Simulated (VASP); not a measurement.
A run of VASP 6.6.1:

The input INCAR:

```
SYSTEM = P
PREC = Accurate ; ENCUT = 520
EDIFF = 1E-6 ; ISMEAR = 0
SIGMA = 0.05 ; LREAL = .FALSE.
LASPH = .TRUE. ; NELM = 60
ALGO = Normal ; ISIF = 2
LWAVE = .FALSE. ; LCHARG = .FALSE.
GGA = CA ; NBANDS = 8
```

The input KPOINTS:

```
Automatic mesh
0
G
  12 12 12
  0 0 0
```

Contents of POSCAR:

```
P
1.0
    0.0000000000      1.8972165703      1.8972165703
    1.8972165703      0.0000000000      1.8972165703
    1.8972165703      1.8972165703      0.0000000000
P
1
Direct
    0.0000000000      0.0000000000      0.0000000000
```

Potentials or basis: VASP PAW LDA potentials, release 64 (P).

Run with:

```bash
$ cat potpaw_LDA.64/P/POTCAR > POTCAR
$ mpirun -np 1 vasp_std > vasp.out
```

Hardware: 1 thread of Intel(R) Xeon(R) 6975P-C (Granite Rapids) (shared host).

**Question.** Estimate the wall time of this run.

**Answer.** It took 2.5 s on 1 thread of Intel(R) Xeon(R) 6975P-C (Granite Rapids), on a shared host, peak memory 0.11 GiB. Counts: scf iterations 9, k points 72.
